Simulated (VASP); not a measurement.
## BeTe: dielectric tensor with LDA

Crystal: BeTe.

```
Be Te
1.0
     0.00000    2.77000    2.77000
     2.77000    0.00000    2.77000
     2.77000    2.77000    0.00000
Be Te
1 1
Direct
  0.00000 0.00000 0.00000
  0.25000 0.25000 0.25000
```

| Quantity | Value |
| --- | --- |
| Program | VASP 6.6.1 |
| Task | dielectric tensor |
| Functional | LDA |
| Potentials or basis | VASP PAW LDA potentials, release 64 (Be, Te) |
| Cutoff | 520 eV |
| k mesh | 7 × 7 × 7 |
| Occupations | gaussian, width 0.01 eV |
| Spin | no spin polarisation |
| Dipole correction | no |
| Further INCAR settings | ALGO = Normal; EDIFF = 1e-08 |

| Quantity | Value |
| --- | --- |
| Band gap on the k mesh | 1.82 eV, indirect (least direct gap 3.54 eV) |
| Electronic dielectric tensor (diagonal) | 7.81 |
| Born charges (mean of the diagonal) | Be +1.24; Te -1.24 e |

Levels at points of the mesh, in eV from the valence-band top:
```tsv
k point	band 1	band 2	band 3	band 4	band 5	band 6	band 7	band 8
(0.00, 0.00, 0.00)	-12.65	0.00	0.00	0.00	3.54	3.54	3.54	4.09
```

Electronic dielectric tensor:
```
7.81 0.00 0.00
0.00 7.81 0.00
0.00 0.00 7.81
```

Born effective charge tensors (e):
atom 1, Be
```
1.24 0.00 0.00
0.00 1.24 0.00
0.00 0.00 1.24
```
atom 2, Te
```
-1.24  0.00  0.00
 0.00 -1.24  0.00
 0.00  0.00 -1.24
```

It took 3.6 min on 1 thread of Intel Xeon 6975P-C, with other jobs on the host, peak memory 0.21 GiB.

Caveat: spin-orbit coupling is left out, which moves the levels of the heavy elements. As with any semilocal functional, this LDA gap is likely too small.
